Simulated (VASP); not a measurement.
# Be (Pm-3m) in VASP: notebook

The runs below take Be through single point, relaxation of cell and atoms, with PBE.

Everything below comes from runs of VASP 6.6.1. Logs are shortened: lines on timing, memory, paths and dates and some standing lists are left out, and cuts for length are marked.

## Step 1: The cell of the first run

The structure is cubic, space group Pm-3m (No. 221). The conventional cell has a = 2.164 Å, b = 2.164 Å, c = 2.164 Å, α = 90.00°, β = 90.00°, γ = 90.00°. Be (site symmetry m-3m) has 6 Be at 2.16 Å within 2.9 Å.

## Step 2: Single point, PBE

File INCAR:

```
SYSTEM = Be
PREC = Accurate ; ENCUT = 520
EDIFF = 1E-6 ; ISMEAR = 0
SIGMA = 0.1 ; LREAL = .False.
LASPH = .True. ; NELM = 100
ALGO = Fast ; ISIF = 2
LWAVE = .False. ; LCHARG = .False.
GGA = PE ; NBANDS = 7
```

File KPOINTS:

```
Automatic mesh
0
Gamma
  8 8 8
  0 0 0
```

File POSCAR:

```
Be
1.0
    2.1635907431      0.0000000000      0.0000000000
    0.0000000000      2.1635907431      0.0000000000
    0.0000000000      0.0000000000      2.1635907431
Be
1
Direct
    0.0000000000      0.0000000000      0.0000000000
```

Potentials or basis: VASP PAW PBE potentials, release 64 (Be).

Run with:

```bash
$ cat potpaw_PBE.64/Be/POTCAR > POTCAR
$ mpirun -np 1 vasp_std > vasp.out
```

OUTCAR:

```text
SYSTEM = Be
   PREC = Accurate
   ENCUT = 520
   EDIFF = 1E-6
   ISMEAR = 0
   LREAL = .False.
   LASPH = .True.
   NELM = 100
   ISIF = 2
   GGA = PE

 ion  position               nearest neighbor table
   1  0.000  0.000  0.000-

  LATTYP: Found a simple cubic cell.
 ALAT       =     2.1635907431

  Lattice vectors:

 A1 = (   2.1635907431,   0.0000000000,   0.0000000000)
 A2 = (   0.0000000000,   2.1635907431,   0.0000000000)
 A3 = (   0.0000000000,   0.0000000000,   2.1635907431)

Analysis of symmetry for initial positions (statically):
=====================================================================
 Subroutine PRICEL returns:
 Original cell was already a primitive cell.

 Routine SETGRP: Setting up the symmetry group for a
 simple cubic supercell.

 Subroutine GETGRP returns: Found 48 space group operations
 (whereof 48 operations were pure point group operations)
 out of a pool of 48 trial point group operations.

The static configuration has the point symmetry O_h .

Analysis of symmetry for dynamics (positions and initial velocities):
=====================================================================
 Subroutine PRICEL returns:
 Original cell was already a primitive cell.

 Routine SETGRP: Setting up the symmetry group for a
 simple cubic supercell.

 Subroutine GETGRP returns: Found 48 space group operations
 (whereof 48 operations were pure point group operations)
 out of a pool of 48 trial point group operations.

The dynamic configuration has the point symmetry O_h .

 Subroutine INISYM returns: Found 48 space group operations
 (whereof 48 operations are pure point group operations),
 and found     1 'primitive' translations

----------------------------------------------------------------------------------------

                                     Primitive cell

  volume of cell :      10.1280

  direct lattice vectors                    reciprocal lattice vectors
     2.163590743  0.000000000  0.000000000     0.462194619  0.000000000  0.000000000
     0.000000000  2.163590743  0.000000000     0.000000000  0.462194619  0.000000000
     0.000000000  0.000000000  2.163590743     0.000000000  0.000000000  0.462194619

  length of vectors
     2.163590743  2.163590743  2.163590743     0.462194619  0.462194619  0.462194619

[... 71 lines left out ...]
   ICHARG =      2    charge: 1-file 2-atom 10-const
   ISPIN  =      1    spin polarized calculation?
   LNONCOLLINEAR =      F non collinear calculations
   LSORBIT =      F    spin-orbit coupling
   LASPH  =      T    aspherical Exc in radial PAW
   ENCUT  =  520.0 eV  38.22 Ry    6.18 a.u.   4.02  4.02  4.02*2*pi/ulx,y,z
   NELM   =    100;   NELMIN=  2; NELMDL= -5     # of ELM steps
   EDIFF  = 0.1E-05   stopping-criterion for ELM
   LREAL  =      F    real-space projection
   EDIFFG = 0.1E-04   stopping-criterion for IOM
   NSW    =      0    number of steps for IOM
   IBRION =     -1    ionic relax: 0-MD 1-quasi-New 2-CG
   NFREE  =      0    steps in history (QN), initial steepest desc. (CG)
   ISIF   =      2    stress and relaxation
   ISYM   =      2    0-nonsym 1-usesym 2-fastsym
   POTIM  = 0.5000    time-step for ionic-motion
   TEBEG  =    0.0;   TEEND  =   0.0 temperature during run
   PSTRESS=    0.0 pullay stress
   NELECT =       2.0000    total number of electrons
   NUPDOWN=      -1.0000    fix difference up-down
   EMIN   =  10.00;   EMAX   =-10.00  energy-range for DOS
   EFERMI =   0.00;   METHOD = LEGACY
   ISMEAR =     0;   SIGMA  =   0.10  broadening in eV -4-tet -1-fermi 0-gaus
   EFERMI_NEDOS =   21; number of points for ismear=-14 and -15
   IALGO  =     68    algorithm
   IMIX   =      4    mixing-type and parameters
     AMIX     =   0.40;   BMIX     =  1.00
     AMIX_MAG =   1.60;   BMIX_MAG =  1.00
  volume/ion in A,a.u.               =      10.13        68.35
  Fermi-wavevector in a.u.,A,eV,Ry     =   0.953330  1.801532 12.365481  0.908837
  Thomas-Fermi vector in A             =   2.081975
   LORBIT       =      0    0 simple, 1 ext, 2 COOP (PROOUT), +10 PAW based schemes
   GGA     = PE    functional components
   LHFCALC =     F    Hartree Fock is set to
   AEXX    =    0.0000 exact exchange contribution
   IVDW    =     0    specifies the selected vdW correction
   LEPSILON=     F    determine dielectric tensor
   LRPA    =     F    only Hartree local field effects (RPA)
 non-spin polarized calculation
 RMM-DIIS sequential band-by-band and
 Gauss-broadening in eV      SIGMA  =   0.10
  energy-cutoff  :      520.00
  volume of cell :       10.13
 maximum number of plane-waves:       286
   NGX =  9   NGY =  9   NGZ =  9

 number of electron       2.0000000 magnetization

 Free energy of the ion-electron system (eV)
  ---------------------------------------------------
  ext. energy  EPLUGINS =         0.00000000
  ---------------------------------------------------
  free energy    TOTEN  =        -2.79804277 eV

  energy without entropy =       -2.79698922  energy(sigma->0) =       -2.79751600

 E-fermi :   4.9703     XC(G=0):  -9.8017

 val. band max:        4.5076359133   @ k =   0.5000   0.3750   0.1250
 cond. band min:       5.0179769515   @ k =   0.5000   0.3750   0.0000
 fundamental gap:      0.5103410382
 Fermi energy:         4.9702786664

 k-point     1 :       0.0000    0.0000    0.0000
  band No.  band energies     occupation
      1      -4.8754      2.00000
      2      18.5404      0.00000
      3      18.5404      0.00000
      4      18.5404      0.00000
      5      24.2227      0.00000
      6      24.2227      0.00000
      7      33.0771      0.00000
[... 221 lines left out ...]
 k-point    24 :       0.5000    0.3750    0.1250
  band No.  band energies     occupation
      1       4.5076      2.00000
      2       5.4013      0.00000
      3      12.9973      0.00000
      4      14.5181      0.00000
      5      24.4104      0.00000
      6      29.5848      0.00000
      7      32.7439      0.00000

 [... further k-points ...]
[... 5 lines left out ...]
  --------------------------------------------------------------------------------------
  -------------------------------------------------------------------------------------
  Total        0.0029323      0.0029323      0.0029323      0.0000000      0.0000000     -0.0000000
  in kB        0.4638614      0.4638614      0.4638614      0.0000000      0.0000000     -0.0000000
  external PRESSURE =       0.4638614 kB  Pullay stress =       0.0000000 kB

 VOLUME and BASIS-vectors are now :
 -----------------------------------------------------------------------------
  energy-cutoff  :      520.00
  volume of cell :       10.13
      direct lattice vectors                 reciprocal lattice vectors
     2.163590743  0.000000000  0.000000000     0.462194619  0.000000000  0.000000000
     0.000000000  2.163590743  0.000000000     0.000000000  0.462194619  0.000000000
     0.000000000  0.000000000  2.163590743     0.000000000  0.000000000  0.462194619

 POSITION                                       TOTAL-FORCE (eV/Angst)
 -----------------------------------------------------------------------------------
      0.00000      0.00000      0.00000         0.000000      0.000000      0.000000
 -----------------------------------------------------------------------------------
    total drift:                               -0.000000     -0.000000     -0.000000

  FREE ENERGIE OF THE ION-ELECTRON SYSTEM (eV)
  ---------------------------------------------------
  free  energy   TOTEN  =        -2.7980427668 eV

  energy  without entropy=       -2.7969892236  energy(sigma->0) =       -2.79751600
```

OSZICAR:

```text
N       E                     dE             d eps       ncg     rms          rms(c)
DAV:   1    -0.163928592427E+01   -0.16393E+01   -0.96993E+02   511   0.224E+02
DAV:   2    -0.281238727356E+01   -0.11731E+01   -0.11418E+01   672   0.229E+01
DAV:   3    -0.281509412267E+01   -0.27068E-02   -0.27068E-02   595   0.108E+00
DAV:   4    -0.281509449475E+01   -0.37207E-06   -0.37296E-06   686   0.138E-02
DAV:   5    -0.281509449524E+01   -0.49349E-09   -0.17303E-09   588   0.141E-04    0.558E-01
RMM:   6    -0.280310616400E+01    0.11988E-01   -0.98338E-04   490   0.296E-01    0.340E-01
RMM:   7    -0.279804096539E+01    0.50652E-02   -0.11900E-03   518   0.298E-01    0.268E-02
RMM:   8    -0.279804260578E+01   -0.16404E-05   -0.65087E-05   503   0.587E-02    0.466E-03
RMM:   9    -0.279804368315E+01   -0.10774E-05   -0.12394E-06   511   0.755E-03    0.142E-03
RMM:  10    -0.279804276684E+01    0.91631E-06   -0.14128E-07   412   0.231E-03
   1 F= -.27980428E+01 E0= -.27975160E+01  d E =-.105354E-02
```

Wall time 2.9 s (1 thread of Intel Xeon Platinum 8259CL at 2.50GHz (Skylake/Cascade Lake), shared host); peak memory 0.11 GiB.

What came out:

| Property | Result |
| --- | --- |
| Free energy | -2.7980 eV |
| Pressure | 0.0 GPa |
| Band gap on the k mesh | zero (band 1 reaches 10.30 eV, above the bottom of band 2 at 3.12 eV) |

Caveat: the k points lie up to 0.36 Å⁻¹ apart.

(Part 1 of 2 ends here.)
